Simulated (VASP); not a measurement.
# AlP in VASP: further runs

AlP is run at these levels: PBE; tasks: single point.

All numbers are computed with VASP 6.6.1; they aren't measurements. Logs are shortened: lines on timing, memory, paths and dates and some standing lists are left out, and cuts for length are marked.

## Step 1: The cell of the first run

The cell holds a slab with vacuum, 12 atoms: a = 3.894 Å, b = 5.507 Å, c = 24.735 Å, α = 90.00°, β = 90.00°, γ = 90.00°.

## Step 2: Single point, PBE

Input file INCAR:

```
SYSTEM = AlP
PREC = Accurate
ENCUT = 520
EDIFF = 1E-6
ISMEAR = 0
SIGMA = 0.05
LREAL = .False.
LASPH = .True.
NELM = 80
ALGO = Normal
ISIF = 2
LWAVE = .False.
LCHARG = .True.
LDIPOL = .True.
IDIPOL = 3
DIPOL = 0.5 0.5 0.500
GGA = PE
LELF = .True.
LVHAR = .True.
LVACPOTAV = .True.
NBANDS = 36
```

Input file KPOINTS:

```
regular mesh
0
Gamma
  7 5 1
  0 0 0
```

Input file POSCAR:

```
AlP
1.0
    3.8938964361      0.0000000000      0.0000000000
    0.0000000000      5.5068011504      0.0000000000
    0.0000000000      0.0000000000     24.7347410903
Al P
6 6
Direct
    0.5000000000      0.5000000000      0.3032172430
    0.0000000000      0.0000000000      0.3819303458
    0.5000000000      0.5000000000      0.4606434486
    0.0000000000      0.0000000000      0.5393565514
    0.5000000000      0.5000000000      0.6180696542
    0.0000000000      0.0000000000      0.6967827570
    0.0000000000      0.2500000000      0.3032172430
    0.5000000000      0.7500000000      0.3819303458
    0.0000000000      0.2500000000      0.4606434486
    0.5000000000      0.7500000000      0.5393565514
    0.0000000000      0.2500000000      0.6180696542
    0.5000000000      0.7500000000      0.6967827570
```

Potentials or basis: VASP PAW PBE potentials, release 64 (Al, P).

Command:

```
$ cat potpaw_PBE.64/Al/POTCAR potpaw_PBE.64/P/POTCAR > POTCAR
$ mpirun -np 1 vasp_std > vasp.out
```

OUTCAR:

```text
SYSTEM = AlP
   PREC = Accurate
   ENCUT = 520
   EDIFF = 1E-6
   ISMEAR = 0
   LREAL = .False.
   LASPH = .True.
   NELM = 80
   ISIF = 2
   GGA = PE

 ion  position               nearest neighbor table
   1  0.500  0.500  0.303-   7 2.38   7 2.38   8 2.38
   2  0.000  0.000  0.382-   8 2.38   8 2.38   9 2.38   7 2.38
   3  0.500  0.500  0.461-   9 2.38   9 2.38  10 2.38   8 2.38
   4  0.000  0.000  0.539-  10 2.38  10 2.38   9 2.38  11 2.38
   5  0.500  0.500  0.618-  11 2.38  11 2.38  12 2.38  10 2.38
   6  0.000  0.000  0.697-  12 2.38  12 2.38  11 2.38
   7  0.000  0.250  0.303-   1 2.38   1 2.38   2 2.38
   8  0.500  0.750  0.382-   2 2.38   2 2.38   3 2.38   1 2.38
   9  0.000  0.250  0.461-   3 2.38   3 2.38   4 2.38   2 2.38
  10  0.500  0.750  0.539-   4 2.38   4 2.38   3 2.38   5 2.38
  11  0.000  0.250  0.618-   5 2.38   5 2.38   6 2.38   4 2.38
  12  0.500  0.750  0.697-   6 2.38   6 2.38   5 2.38

  LATTYP: Found a simple orthorhombic cell.
 ALAT       =     3.8938964361
 B/A-ratio  =     1.4142135624
 C/A-ratio  =     6.3521825750

  Lattice vectors:

 A1 = (   3.8938964361,   0.0000000000,   0.0000000000)
 A2 = (   0.0000000000,   5.5068011504,   0.0000000000)
 A3 = (   0.0000000000,   0.0000000000,  24.7347410903)

Analysis of symmetry for initial positions (statically):
=====================================================================
 Subroutine PRICEL returns:
 Original cell was already a primitive cell.

 Routine SETGRP: Setting up the symmetry group for a
 simple orthorhombic supercell.

 Subroutine GETGRP returns: Found  4 space group operations
 (whereof  2 operations were pure point group operations)
 out of a pool of  8 trial point group operations.

The static configuration has the point symmetry C_1h.
 The point group associated with its full space group is C_2v.

Analysis of symmetry for dynamics (positions and initial velocities):
=====================================================================
 Subroutine PRICEL returns:
 Original cell was already a primitive cell.

 Routine SETGRP: Setting up the symmetry group for a
 simple orthorhombic supercell.

 Subroutine GETGRP returns: Found  4 space group operations
 (whereof  2 operations were pure point group operations)
 out of a pool of  8 trial point group operations.

The dynamic configuration has the point symmetry C_1h.
 The point group associated with its full space group is C_2v.

 Subroutine INISYM returns: Found  4 space group operations
 (whereof  2 operations are pure point group operations),
 and found     1 'primitive' translations

----------------------------------------------------------------------------------------

                                     Primitive cell

  volume of cell :     530.3849

  direct lattice vectors                    reciprocal lattice vectors
     3.893896436  0.000000000  0.000000000     0.256812172  0.000000000  0.000000000
     0.000000000  5.506801150  0.000000000     0.000000000  0.181593628  0.000000000
     0.000000000  0.000000000 24.734741090     0.000000000  0.000000000  0.040428966

  length of vectors
     3.893896436  5.506801150 24.734741090     0.256812172  0.181593628  0.040428966

  position of ions in fractional coordinates (direct lattice)
     0.500000000  0.500000000  0.303217243
     0.000000000  0.000000000  0.381930346
     0.500000000  0.500000000  0.460643449
     0.000000000  0.000000000  0.539356551
     0.500000000  0.500000000  0.618069654
     0.000000000  0.000000000  0.696782757
     0.000000000  0.250000000  0.303217243
     0.500000000  0.750000000  0.381930346
     0.000000000  0.250000000  0.460643449
     0.500000000  0.750000000  0.539356551
     0.000000000  0.250000000  0.618069654
     0.500000000  0.750000000  0.696782757

  ion indices of the primitive-cell ions
   primitive index   ion index
                 1           1
                 2           2
                 3           3
                 4           4
                 5           5
                 6           6
                 7           7
                 8           8
                 9           9
                10          10
                11          11
                12          12

----------------------------------------------------------------------------------------

 KPOINTS: regular mesh

Automatic generation of k-mesh.
 Grid dimensions read from file:
 generate k-points for:    7    5    1

 Generating k-lattice:

  Cartesian coordinates                     Fractional coordinates (reciprocal lattice)
     0.036687453  0.000000000  0.000000000     0.142857143  0.000000000  0.000000000
     0.000000000  0.036318726  0.000000000     0.000000000  0.200000000  0.000000000
     0.000000000  0.000000000  0.040428966     0.000000000  0.000000000  1.000000000

  Length of vectors
     0.036687453  0.036318726  0.040428966

  Shift w.r.t. Gamma in fractional coordinates (k-lattice)
     0.000000000  0.000000000  0.000000000

 Subroutine IBZKPT returns following result:
 ===========================================

 Found     12 irreducible k-points:

 Following reciprocal coordinates:
            Coordinates               Weight
  0.000000  0.000000  0.000000      1.000000
  0.142857  0.000000  0.000000      2.000000
  0.285714  0.000000  0.000000      2.000000
  0.428571  0.000000  0.000000      2.000000
  0.000000  0.200000  0.000000      2.000000
  0.142857  0.200000  0.000000      4.000000
  0.285714  0.200000  0.000000      4.000000
  0.428571  0.200000  0.000000      4.000000
  0.000000  0.400000  0.000000      2.000000
  0.142857  0.400000  0.000000      4.000000
  0.285714  0.400000  0.000000      4.000000
  0.428571  0.400000  0.000000      4.000000
   k-points           NKPTS =     12   k-points in BZ     NKDIM =     12   number of bands    NBANDS=     36
   number of dos      NEDOS =    301   number of ions     NIONS =     12
   total plane-waves  NPLWV = 241920
   dimension x,y,z NGX =    30 NGY =   42 NGZ =  192
   dimension x,y,z NGXF=    60 NGYF=   84 NGZF=  384
   ions per type =               6   6
   NGX,Y,Z   is equivalent  to a cutoff of  12.81, 12.68, 12.90 a.u.
   NGXF,Y,Z  is equivalent  to a cutoff of  25.62, 25.36, 25.81 a.u.
 SYSTEM =  AlP
   PREC   = accura    normal or accurate (medium, high low for compatibility)
   ISTART =      0    job   : 0-new  1-cont  2-samecut
   ICHARG =      2    charge: 1-file 2-atom 10-const
   ISPIN  =      1    spin polarized calculation?
   LNONCOLLINEAR =      F non collinear calculations
   LSORBIT =      F    spin-orbit coupling
   LASPH  =      T    aspherical Exc in radial PAW
   ENCUT  =  520.0 eV  38.22 Ry    6.18 a.u.   7.24 10.24 45.99*2*pi/ulx,y,z
   NELM   =     80;   NELMIN=  2; NELMDL= -5     # of ELM steps
   EDIFF  = 0.1E-05   stopping-criterion for ELM
   LREAL  =      F    real-space projection
   EDIFFG = 0.1E-04   stopping-criterion for IOM
   NSW    =      0    number of steps for IOM
   IBRION =     -1    ionic relax: 0-MD 1-quasi-New 2-CG
   NFREE  =      0    steps in history (QN), initial steepest desc. (CG)
   ISIF   =      2    stress and relaxation
   ISYM   =      2    0-nonsym 1-usesym 2-fastsym
   POTIM  = 0.5000    time-step for ionic-motion
   TEBEG  =    0.0;   TEEND  =   0.0 temperature during run
   PSTRESS=    0.0 pullay stress
   NELECT =      48.0000    total number of electrons
   NUPDOWN=      -1.0000    fix difference up-down
   EMIN   =  10.00;   EMAX   =-10.00  energy-range for DOS
   EFERMI =   0.00;   METHOD = LEGACY
   ISMEAR =     0;   SIGMA  =   0.05  broadening in eV -4-tet -1-fermi 0-gaus
   EFERMI_NEDOS =   21; number of points for ismear=-14 and -15
   IALGO  =     38    algorithm
   IMIX   =      4    mixing-type and parameters
     AMIX     =   0.40;   BMIX     =  1.00
     AMIX_MAG =   1.60;   BMIX_MAG =  1.00
  volume/ion in A,a.u.               =      44.20       298.27
  Fermi-wavevector in a.u.,A,eV,Ry     =   0.735007  1.388962  7.350349  0.540235
  Thomas-Fermi vector in A             =   1.828099
   LORBIT       =      0    0 simple, 1 ext, 2 COOP (PROOUT), +10 PAW based schemes
   GGA     = PE    functional components
   LHFCALC =     F    Hartree Fock is set to
   AEXX    =    0.0000 exact exchange contribution
   IVDW    =     0    specifies the selected vdW correction
   LEPSILON=     F    determine dielectric tensor
   LRPA    =     F    only Hartree local field effects (RPA)
 non-spin polarized calculation
 Gauss-broadening in eV      SIGMA  =   0.05
  energy-cutoff  :      520.00
  volume of cell :      530.38
 maximum number of plane-waves:     14317
 NGX is ok and might be reduce to    30
   NGX = 15   NGY = 21   NGZ = 91

 number of electron      48.0000007 magnetization

 dipolmoment           0.000000      0.000000      0.000000 electrons x Angstroem

 Free energy of the ion-electron system (eV)
  ---------------------------------------------------
  ext. energy  EPLUGINS =         0.00000000
  ---------------------------------------------------
  free energy    TOTEN  =       -58.48916938 eV

  energy without entropy =      -58.48916938  energy(sigma->0) =      -58.48916938

 E-fermi :  -0.2128     XC(G=0):  -4.9622

 val. band max:       -0.4622156133   @ k =   0.2857   0.4000   0.0000
 cond. band min:       0.6497757623   @ k =   0.0000   0.0000   0.0000
 fundamental gap:      1.1119913756
 Fermi energy:        -0.2128149729

 k-point     1 :       0.0000    0.0000    0.0000
  band No.  band energies     occupation
      1     -11.8220      2.00000
      2     -11.3217      2.00000
      3     -10.5788      2.00000
      4      -9.8999      2.00000
      5      -9.5738      2.00000
      6      -9.5317      2.00000
[... 28 lines left out ...]
     35       4.0545      0.00000
     36       4.1243      0.00000
[... 398 lines left out ...]
      6      -9.2319      2.00000
[... 28 lines left out ...]
     35       4.5334      0.00000
     36       4.6318      0.00000

------------------------ aborting loop because EDIFF is reached ----------------------------------------

  FORCE on cell =-STRESS in cart. coord.  units (eV):
  Direction    XX          YY          ZZ          XY          YZ          ZX
  --------------------------------------------------------------------------------------
  -------------------------------------------------------------------------------------
  Total       -3.3804571     -3.9345104     -1.0690165      0.0000000      0.0000000      0.0000000
  in kB      -10.2116249    -11.8852994     -3.2292660      0.0000000      0.0000000      0.0000000
  external PRESSURE =      -8.4420634 kB  Pullay stress =       0.0000000 kB

 VOLUME and BASIS-vectors are now :
 -----------------------------------------------------------------------------
  energy-cutoff  :      520.00
  volume of cell :      530.38
      direct lattice vectors                 reciprocal lattice vectors
     3.893896436  0.000000000  0.000000000     0.256812172  0.000000000  0.000000000
     0.000000000  5.506801150  0.000000000     0.000000000  0.181593628  0.000000000
     0.000000000  0.000000000 24.734741090     0.000000000  0.000000000  0.040428966

 POSITION                                       TOTAL-FORCE (eV/Angst)
 -----------------------------------------------------------------------------------
      1.94695      2.75340      7.50000         0.000000     -1.393236      1.516999
      0.00000      0.00000      9.44695         0.000000      0.344235      0.015551
      1.94695      2.75340     11.39390         0.000000     -0.184619      0.106168
      0.00000      0.00000     13.34084         0.000000     -0.184619     -0.106168
      1.94695      2.75340     15.28779         0.000000      0.344235     -0.015551
      0.00000      0.00000     17.23474         0.000000     -1.393236     -1.516999
      0.00000      1.37670      7.50000         0.000000      0.630047     -1.150311
      1.94695      4.13010      9.44695         0.000000      0.554702     -0.543355
      0.00000      1.37670     11.39390         0.000000      0.048870      0.178354
      1.94695      4.13010     13.34084         0.000000      0.048870     -0.178354
      0.00000      1.37670     15.28779         0.000000      0.554702      0.543355
      1.94695      4.13010     17.23474         0.000000      0.630047      1.150311
 -----------------------------------------------------------------------------------
    total drift:                                0.000000     -0.000230      0.000000

  FREE ENERGIE OF THE ION-ELECTRON SYSTEM (eV)
  ---------------------------------------------------
  free  energy   TOTEN  =       -58.4891693812 eV

  energy  without entropy=      -58.4891693812  energy(sigma->0) =      -58.48916938

 vacuum level on the upper side and lower side of the slab         4.467         4.467
```

Run time: 7 min. Hardware: 1 thread of Intel Xeon Platinum 8259CL at 2.50GHz (Skylake/Cascade Lake), shared host; peak memory 0.61 GiB.

What came out:

```yaml
Free_energy: -58.4892 eV
Largest_force: 2.060 eV/Å
Band_gap_on_the_k_mesh: 1.11 eV (least direct gap 1.14 eV)
```

Forces on the atoms (eV/Å):
```
Al   0.000 -1.393  1.517
Al   0.000  0.344  0.016
Al   0.000 -0.185  0.106
Al   0.000 -0.185 -0.106
Al   0.000  0.344 -0.016
Al   0.000 -1.393 -1.517
P    0.000  0.630 -1.150
P    0.000  0.555 -0.543
P    0.000  0.049  0.178
P    0.000  0.049 -0.178
P    0.000  0.555  0.543
P    0.000  0.630  1.150
```

Levels at points of the mesh, in eV from the valence-band top:
```
           k point  band 21  band 22  band 23  band 24  band 25  band 26  band 27  band 28
(0.00, 0.00, 0.00)    -0.20    -0.17    -0.14    -0.03     1.11     1.54     1.95     2.55
```

## Step 3: Single point, PBE

Input file INCAR:

```
SYSTEM = AlP
ALGO     = Normal         ! electronic algorithm
DIPOL    = 0.5 0.5 0.500
EDIFF    = 1E-7           ! SCF threshold, eV
ENCUT    = 520            ! plane-wave cutoff, eV
GGA      = PE             ! functional
IDIPOL   = 3            
ISIF     = 2              ! what is computed and relaxed
ISMEAR   = 0              ! smearing method
LASPH    = .TRUE.         ! aspherical terms in the spheres
LCHARG   = .TRUE.         ! write CHGCAR
LDIPOL   = .TRUE.       
LELF     = .TRUE.         ! ELF
LREAL    = .FALSE.        ! projectors in reciprocal space
LVACPOTAV= .TRUE.       
LVHAR    = .TRUE.       
LWAVE    = .FALSE.        ! write WAVECAR
NBANDS   = 36             ! bands
NELM     = 60             ! most SCF steps
PREC     = Accurate       ! precision mode
SIGMA    = 0.05           ! smearing width, eV
```

Input file KPOINTS:

```
k-points
0
G
  7 5 1
  0 0 0
```

Input file POSCAR:

```
AlP
1.0
    3.8938964361      0.0000000000      0.0000000000
    0.0000000000      5.5068011504      0.0000000000
    0.0000000000      0.0000000000     24.7347410903
Al P
6 6
Direct
    0.5000000000      0.4426308902      0.3218059420
    0.0000000000      0.0189209197      0.3780246609
    0.5000000000      0.5156896431      0.4621009548
    0.0000000000      0.0156903698      0.5378992799
    0.5000000000      0.5189225726      0.6219751439
    0.0000000000     -0.0573656525      0.6781938130
    0.0000000000      0.2410556196      0.2956768704
    0.5000000000      0.7684980536      0.3828114178
    0.0000000000      0.2631980702      0.4591050175
    0.5000000000      0.7631986476      0.5408953376
    0.0000000000      0.2685014600      0.6171886425
    0.5000000000      0.7410594061      0.7043229198
```

Potentials or basis: VASP PAW PBE potentials, release 64 (Al, P).

Command:

```
$ cat potpaw_PBE.64/Al/POTCAR potpaw_PBE.64/P/POTCAR > POTCAR
$ mpirun -np 1 vasp_std > vasp.out
```

Wall time 7.5 min (1 thread of Intel Xeon Platinum 8259CL at 2.50GHz (Skylake/Cascade Lake), shared host); peak memory 0.61 GiB.

It converged, with:

* Free energy: -59.8807 eV
* Largest force: 0.011 eV/Å
* Band gap on the k mesh: 1.32 eV (least direct gap 1.73 eV)

Forces in eV/Å, atoms in the order of the input:
```
Al   0.000 -0.002  0.006
Al   0.000 -0.001  0.000
Al   0.000  0.003 -0.003
Al   0.000  0.003  0.003
Al   0.000 -0.001  0.000
Al   0.000 -0.002 -0.006
P    0.000  0.005  0.010
P    0.000 -0.003 -0.001
P    0.000 -0.002  0.002
P    0.000 -0.002 -0.002
P    0.000 -0.003  0.001
P    0.000  0.005 -0.010
```

Levels at points of the mesh, in eV from the valence-band top:
```tsv
k point	band 20	band 21	band 22	band 23	band 24	band 25	band 26	band 27	band 28	band 29
(0.00, 0.00, 0.00)	-0.52	-0.25	-0.17	-0.17	0.00	1.80	2.25	2.70	2.76	3.21
```
